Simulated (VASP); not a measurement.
Here is a VASP 6.6.1 calculation.

The input INCAR:

```
SYSTEM = Co
PREC     = Accurate       ! precision mode
ENCUT    = 600            ! plane-wave cutoff, eV
EDIFF    = 1E-6           ! SCF threshold, eV
ISMEAR   = 0              ! smearing method
SIGMA    = 0.1            ! smearing width, eV
LREAL    = .FALSE.        ! projectors in reciprocal space
LASPH    = .TRUE.         ! aspherical terms in the spheres
NELM     = 200            ! most SCF steps
ALGO     = Normal         ! electronic algorithm
ISIF     = 2              ! what is computed and relaxed
LWAVE    = .FALSE.        ! write WAVECAR
LCHARG   = .FALSE.        ! write CHGCAR
ISPIN    = 2              ! spin polarisation
MAGMOM   = 1.73 1.73      ! initial moments
LORBIT   = 11             ! projections on sites
LMAXMIX  = 4              ! l up to which the mixer works
GGA      = PS             ! functional
IVDW     = 13             ! dispersion correction
NBANDS   = 20             ! bands
GGA_COMPAT= .FALSE.
```

KPOINTS

```
regular mesh
0
G
  21 21 10
  0 0 0
```

The input POSCAR:

```
Co
1.0
    2.4441171111      0.0000000000      0.0000000000
   -1.2220585555      2.1166675080      0.0000000000
    0.0000000000      0.0000000000      3.9476384649
Co
2
Direct
    0.3333333333      0.6666666667      0.2500000000
    0.6666666667      0.3333333333      0.7500000000
```

Potentials or basis: VASP PAW PBE potentials, release 64 (Co).

Run with:

```sh
$ cat potpaw_PBE.64/Co/POTCAR > POTCAR
$ mpirun -np 1 vasp_std > vasp.out
```

Q: What does it give for the dispersion energy per atom?

A: -0.260 eV.

Q: What does it give for the site moments?

A: Co +1.55 μB.

Q: Predict the pressure.

A: -1.1 GPa.

Stress tensor (GPa, compression positive):
```
-1.04  0.00  0.00
 0.00 -1.04  0.00
 0.00  0.00 -1.16
```

Caveat: the PAW data sets were made with another functional, which shifts forces and pressure a little; pairwise dispersion overbinds metals, which lowers pressure and volume.
